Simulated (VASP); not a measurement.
# Ru (P6_3/mmc) in VASP: further runs, part 3 of 3

VASP 6.6.1. Earlier steps stand in the parts before.

## (5) Single point, r2SCAN

This run uses another cell than the first one, of 13.76 Å³/atom.

POSCAR

```
Ru
1.0
    2.7215930885      0.0000000000      0.0000000000
   -1.3607965443      2.3569687534      0.0000000000
    0.0000000000      0.0000000000      4.2897195285
Ru
2
Direct
    0.3333333333      0.6666666667      0.7500000000
    0.6666666667      0.3333333333      0.2500000000
```

INCAR.step1

```
SYSTEM = Ru
ALGO     = Normal         ! electronic algorithm
EDIFF    = 1E-4           ! SCF threshold, eV
ENCUT    = 520            ! plane-wave cutoff, eV
GGA      = PE             ! functional
ISMEAR   = 0              ! smearing method
LASPH    = .True.         ! aspherical terms in the spheres
LCHARG   = .False.        ! write CHGCAR
LREAL    = .False.        ! projectors in reciprocal space
LWAVE    = .True.         ! write WAVECAR
NBANDS   = 21             ! bands
NELM     = 100            ! most SCF steps
PREC     = Accurate       ! precision mode
SIGMA    = 0.05           ! smearing width, eV
```

INCAR.step2

```
SYSTEM = Ru
ALGO     = Normal         ! electronic algorithm
EDIFF    = 1E-6           ! SCF threshold, eV
ENCUT    = 520            ! plane-wave cutoff, eV
ISIF     = 2              ! what is computed and relaxed
ISMEAR   = 0              ! smearing method
ISTART   = 1            
LASPH    = .True.         ! aspherical terms in the spheres
LCHARG   = .False.        ! write CHGCAR
LMIXTAU  = .True.       
LREAL    = .False.        ! projectors in reciprocal space
LWAVE    = .False.        ! write WAVECAR
METAGGA  = R2SCAN         ! meta-GGA
NBANDS   = 21             ! bands
NELM     = 100            ! most SCF steps
PREC     = Accurate       ! precision mode
SIGMA    = 0.05           ! smearing width, eV
```

KPOINTS

```
k-points
0
Gamma
  18 18 10
  0 0 0
```

Potentials or basis: VASP PAW PBE potentials, release 64 (Ru_pv).

On the command line:

```sh
cat potpaw_PBE.64/Ru_pv/POTCAR > POTCAR
cp INCAR.step1 INCAR
mpirun -np 1 vasp_std > vasp.out
cp INCAR.step2 INCAR
mpirun -np 1 vasp_std > vasp.out
```

OUTCAR:

```text
SYSTEM = Ru
   EDIFF = 1E-6
   ENCUT = 520
   ISIF = 2
   ISMEAR = 0
   ISTART = 1
   LASPH = .True.
   LREAL = .False.
   METAGGA = R2SCAN
   NELM = 100
   PREC = Accurate

 ion  position               nearest neighbor table
   1  0.333  0.667  0.750-   2 2.66   2 2.66   2 2.66   2 2.66   2 2.66   2 2.66
   2  0.667  0.333  0.250-   1 2.66   1 2.66   1 2.66   1 2.66   1 2.66   1 2.66

  LATTYP: Found a hexagonal cell.
 ALAT       =     2.7215930885
 C/A-ratio  =     1.5761796084

  Lattice vectors:

 A1 = (   2.7215930885,   0.0000000000,   0.0000000000)
 A2 = (  -1.3607965443,   2.3569687534,   0.0000000000)
 A3 = (   0.0000000000,   0.0000000000,   4.2897195285)

Analysis of symmetry for initial positions (statically):
=====================================================================
 Subroutine PRICEL returns:
 Original cell was already a primitive cell.

 Routine SETGRP: Setting up the symmetry group for a
 hexagonal supercell.

 Subroutine GETGRP returns: Found 24 space group operations
 (whereof 12 operations were pure point group operations)
 out of a pool of 24 trial point group operations.

The static configuration has the point symmetry D_3d.
 The point group associated with its full space group is D_6h.

Analysis of symmetry for dynamics (positions and initial velocities):
=====================================================================
 Subroutine PRICEL returns:
 Original cell was already a primitive cell.

 Routine SETGRP: Setting up the symmetry group for a
 hexagonal supercell.

 Subroutine GETGRP returns: Found 24 space group operations
 (whereof 12 operations were pure point group operations)
 out of a pool of 24 trial point group operations.

The dynamic configuration has the point symmetry D_3d.
 The point group associated with its full space group is D_6h.

 Subroutine INISYM returns: Found 24 space group operations
[... 105 lines left out ...]
   POTIM  = 0.5000    time-step for ionic-motion
   TEBEG  =    0.0;   TEEND  =   0.0 temperature during run
   PSTRESS=    0.0 pullay stress
   NELECT =      28.0000    total number of electrons
   NUPDOWN=      -1.0000    fix difference up-down
   EMIN   =  10.00;   EMAX   =-10.00  energy-range for DOS
   EFERMI =   0.00;   METHOD = LEGACY
   ISMEAR =     0;   SIGMA  =   0.05  broadening in eV -4-tet -1-fermi 0-gaus
   EFERMI_NEDOS =   21; number of points for ismear=-14 and -15
   IALGO  =     38    algorithm
   IMIX   =      4    mixing-type and parameters
     AMIX     =   0.40;   BMIX     =  1.00
     AMIX_MAG =   1.60;   BMIX_MAG =  1.00
  volume/ion in A,a.u.               =      13.76        92.85
  Fermi-wavevector in a.u.,A,eV,Ry     =   1.646616  3.111652 36.890056  2.711343
  Thomas-Fermi vector in A             =   2.736214
   LORBIT       =      0    0 simple, 1 ext, 2 COOP (PROOUT), +10 PAW based schemes
   METAGGA = R2SCAN    functional components
   LHFCALC =     F    Hartree Fock is set to
   AEXX    =    0.0000 exact exchange contribution
   IVDW    =     0    specifies the selected vdW correction
   LEPSILON=     F    determine dielectric tensor
   LRPA    =     F    only Hartree local field effects (RPA)
 non-spin polarized calculation
 Gauss-broadening in eV      SIGMA  =   0.05
  energy-cutoff  :      520.00
  volume of cell :       27.52
 maximum number of plane-waves:       759
   NGX = 11   NGY = 11   NGZ = 15

 number of electron      28.0000012 magnetization

 Free energy of the ion-electron system (eV)
  ---------------------------------------------------
  ext. energy  EPLUGINS =         0.00000000
  ---------------------------------------------------
  free energy    TOTEN  =       -50.84967903 eV

  energy without entropy =      -50.84705138  energy(sigma->0) =      -50.84836520

 E-fermi :  12.4743     XC(G=0): -15.3121

 val. band max:       12.4726917529   @ k =   0.2778   0.1667   0.0000
 cond. band min:      12.4770792160   @ k =   0.1667   0.1111   0.3000
 fundamental gap:      0.0043874631
 Fermi energy:        12.4743435640

 k-point     1 :       0.0000    0.0000    0.0000
  band No.  band energies     occupation
      1     -32.5504      2.00000
      2     -31.5862      2.00000
      3     -31.5861      2.00000
      4     -31.4068      2.00000
      5     -31.4068      2.00000
      6     -31.3595      2.00000
[... 565 lines left out ...]
     20      20.8909      0.00000
     21      24.1032      0.00000

 [... further k-points ...]
[... 5 lines left out ...]
  --------------------------------------------------------------------------------------
  -------------------------------------------------------------------------------------
  Total       -0.8814988     -0.8814988     -0.8056134      0.0000000      0.0000000     -0.0000000
  in kB      -51.3246947    -51.3246947    -46.9063200      0.0000000      0.0000000     -0.0000000
  external PRESSURE =     -49.8519032 kB  Pullay stress =       0.0000000 kB

 VOLUME and BASIS-vectors are now :
 -----------------------------------------------------------------------------
  energy-cutoff  :      520.00
  volume of cell :       27.52
      direct lattice vectors                 reciprocal lattice vectors
     2.721593089  0.000000000  0.000000000     0.367431856  0.212136881  0.000000000
    -1.360796544  2.356968753  0.000000000     0.000000000  0.424273762  0.000000000
     0.000000000  0.000000000  4.289719529     0.000000000  0.000000000  0.233115474

 POSITION                                       TOTAL-FORCE (eV/Angst)
 -----------------------------------------------------------------------------------
     -0.00000      1.57131      3.21729         0.000000      0.000000      0.000000
      1.36080      0.78566      1.07243        -0.000000      0.000000      0.000000
 -----------------------------------------------------------------------------------
    total drift:                               -0.000000      0.000000     -0.000000

  FREE ENERGIE OF THE ION-ELECTRON SYSTEM (eV)
  ---------------------------------------------------
  free  energy   TOTEN  =       -50.8496790301 eV

  energy  without entropy=      -50.8470513791  energy(sigma->0) =      -50.84836520
```

OSZICAR.step1:

```text
N       E                     dE             d eps       ncg     rms          rms(c)
DAV:   1     0.287205627244E+03    0.28721E+03   -0.17575E+04  9332   0.148E+03
DAV:   2    -0.139832229026E+02   -0.30119E+03   -0.29198E+03  9529   0.445E+02
DAV:   3    -0.197826691894E+02   -0.57994E+01   -0.57669E+01 10974   0.692E+01
DAV:   4    -0.198256754086E+02   -0.43006E-01   -0.42943E-01 11559   0.570E+00
DAV:   5    -0.198262181920E+02   -0.54278E-03   -0.53995E-03 10724   0.578E-01    0.172E+01
DAV:   6    -0.185473284337E+02    0.12789E+01   -0.29051E+00 10694   0.167E+01    0.448E+00
DAV:   7    -0.184752401973E+02    0.72088E-01   -0.39513E-01 10719   0.464E+00    0.103E+00
DAV:   8    -0.184682021934E+02    0.70380E-02   -0.17398E-02 10228   0.105E+00    0.302E-01
DAV:   9    -0.184679022926E+02    0.29990E-03   -0.75641E-04 10656   0.291E-01    0.330E-02
DAV:  10    -0.184679127981E+02   -0.10505E-04   -0.54755E-05  6177   0.775E-02
   1 F= -.18467913E+02 E0= -.18466558E+02  d E =-.271034E-02
```

Wall time 4.7 min (1 thread of Intel Xeon Platinum 8259CL at 2.50GHz (Skylake/Cascade Lake), shared host); peak memory 0.22 GiB.

What came out:

| Item | Value |
| --- | --- |
| Free energy | -50.8497 eV |
| Pressure | -5.0 GPa |
| Band gap on the k mesh | zero (bands 14 and 15 overlap by 3.19 eV) |

Levels at points of the mesh, in eV from the Fermi level:
```csv
k point,band 10,band 11,band 12,band 13,band 14,band 15,band 16,band 17,band 18,band 19
"(0.00, 0.00, 0.00)",-2.64,-2.42,-1.94,-1.94,-1.45,-1.45,1.22,1.22,1.39,8.42
"(0.50, 0.00, 0.00)",-3.10,-2.10,-1.85,-1.52,1.44,1.87,1.97,4.16,6.31,8.42
"(0.00, 0.00, 0.50)",-2.82,-2.82,-2.82,-2.75,-2.75,0.56,0.56,0.56,0.56,8.42
"(0.50, 0.00, 0.50)",-4.62,-1.09,-1.09,0.47,0.47,1.70,1.70,3.49,3.49,8.42
```

Caveat: the cell stands under tension; the PAW data sets were made with another functional, which shifts forces and pressure a little.

## (6) Summary

| cell | gap on the mesh (eV) | pressure (GPa) |
| --- | --- | --- |
| a = 2.680, b = 2.680, c = 4.236 Å, angles 90.0, 90.0, 120.0°, 2 atoms | none | 10.2 |
| a = 2.702, b = 2.702, c = 4.267 Å, angles 90.0, 90.0, 120.0°, 2 atoms | none | 1.5 |
| a = 2.722, b = 2.722, c = 4.290 Å, angles 90.0, 90.0, 120.0°, 2 atoms | none | -5.0 |

Alike in all rows: task single point; level r2SCAN; potentials or basis VASP PAW PBE potentials, release 64 (Ru_pv); no spin polarisation; k mesh 18 × 18 × 10; cutoff (eV) 520; smearing gaussian 0.05 eV.

Caveats: the PAW data sets were made with another functional, which shifts forces and pressure a little; the cell stands under pressure (at least some runs); the cell stands under tension (at least some runs).

Absolute energies hang on the potentials; compare differences alone.
